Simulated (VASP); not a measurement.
A run of VASP 6.6.1 is set up as follows.

Contents of INCAR:

```
ALGO = Normal ; EDIFF = 1E-7
ENCUT = 520 ; GGA = PS
ISIF = 2 ; ISMEAR = -1
LASPH = T ; LCHARG = F
LREAL = F ; LWAVE = F
NBANDS = 16 ; NELM = 60
PREC = Accurate ; SIGMA = 0.05
```

KPOINTS

```
k-points
0
Gamma
  13 13 13
```

Contents of POSCAR:

```
SbW
1.0
    0.0000000000      2.5476363939      2.5476363939
    2.5476363939      0.0000000000      2.5476363939
    2.5476363939      2.5476363939      0.0000000000
W Sb
1 1
Direct
    0.0000000000      0.0000000000      0.0000000000
    0.5000000000      0.5000000000      0.5000000000
```

Potentials or basis: VASP PAW PBE potentials, release 64 (W_sv, Sb).

Launch:

```sh
$ cat potpaw_PBE.64/W_sv/POTCAR potpaw_PBE.64/Sb/POTCAR > POTCAR
$ mpirun -np 1 vasp_std > vasp.out
```

**Question.** What does it give for the band gap on the k mesh?

**Answer.** Zero (an odd number of electrons rules out a gap without spin polarisation).

**Question.** Predict the pressure.

**Answer.** 52.5 GPa.

Caveat: the cell stands under pressure; the PAW data sets were made with another functional, which shifts forces and pressure a little; spin-orbit coupling is left out, which moves the levels of the heavy elements.
